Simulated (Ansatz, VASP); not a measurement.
# MgSi3N2 in VASP and in Ansatz

```
CELL_PARAMETERS angstrom
3.65172 0.00000 0.00000
-1.82586 3.16248 0.00000
0.00000 0.00000 7.69046
ATOMIC_POSITIONS crystal
Mg 0.66667 0.33333 0.00000
Si 0.66667 0.33333 0.50000
Si 0.00000 0.00000 0.00000
Si 0.00000 0.00000 0.50000
N 0.33333 0.66667 0.24624
N 0.33333 0.66667 0.75376
```

Change from the starting cell: species swapped into the La2CuSi3 type (P-6m2, No. 187).

Alike in both runs: task single point; functional PBE; k mesh 6 × 6 × 2; occupations gaussian, width 0.1 eV; collinear spin.

|  | VASP | Ansatz |
| --- | --- | --- |
| version | VASP 6.6.1 | Ansatz 0.2.0 |
| potentials or method | VASP PAW PBE potentials, release 64 (Mg, Si, N), cutoff 520 eV | scalar-relativistic, plane waves, PAW |
| valence electrons in the cell | 24 | 32 |

Ansatz gave:

```
gap on the k mesh at the Fermi level (eV)                     : none
pressure (GPa)                                                : 17.6
traceless stress, the component that is largest in VASP (GPa) : -42.43
rms of the force components (eV/Å)                            : 0.472
net moment per atom (μB)                                      : 0.12
size of the moment on the site where the two differ most (μB) : 0.34
```

Q: Which values does VASP return?

A: gap on the k mesh at the Fermi level (eV): none; pressure (GPa): 17.8; traceless stress, the component that is largest in VASP (GPa): -42.64; rms of the force components (eV/Å): 0.474; net moment per atom (μB): 0.12; size of the moment on the site where the two differ most (μB): 0.25.

Site moments also hang on the region over which each program counts them. Atom by atom the forces differ by 0.002 eV/Å (rms over components). A gap of «none» marks a metal or a gap that the smearing closes. VASP's potentials hold 24 valence electrons a cell and Ansatz's 32, so a difference there can come from the potentials and not from the codes.

The k mesh is coarse, so the values compare programs but aren't converged.
